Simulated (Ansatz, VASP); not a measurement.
**EuS in VASP and in Ansatz**

```
Eu S
1.0
     0.00000    2.94123    2.94123
     2.94123    0.00000    2.94123
     2.94123    2.94123    0.00000
Eu S
1 1
Direct
  0.00000 0.00000 0.00000
  0.50000 0.50000 0.50000
```

Alike in both runs: task single point; functional PBE; k mesh 6 × 6 × 6; occupations gaussian, width 0.1 eV; collinear spin.

|  | VASP | Ansatz |
| --- | --- | --- |
| version | VASP 6.6.1 | Ansatz 0.2.0 |
| potentials or method | VASP PAW PBE potentials, release 64 (Eu, S), cutoff 600 eV | scalar-relativistic, plane waves, PAW |
| valence electrons in the cell | 23 | 23 |

|  | VASP | Ansatz | Ansatz less VASP |
| --- | --- | --- | --- |
| gap on the k mesh at the Fermi level (eV) | none | none | - |
| pressure (GPa) | -1.1 | -0.9 | +0.23 |
| net moment per atom (μB) | 3.49 | 3.49 | +0.001 |
| size of the moment on the site where the two differ most (μB) | 6.58 | 6.73 | +0.159 |

Site moments also hang on the region over which each program counts them. A gap of «none» marks a metal or a gap that the smearing closes. The functional is the same, so the differences come from potentials, cutoffs and numerics.

Neither program's run includes spin-orbit coupling.
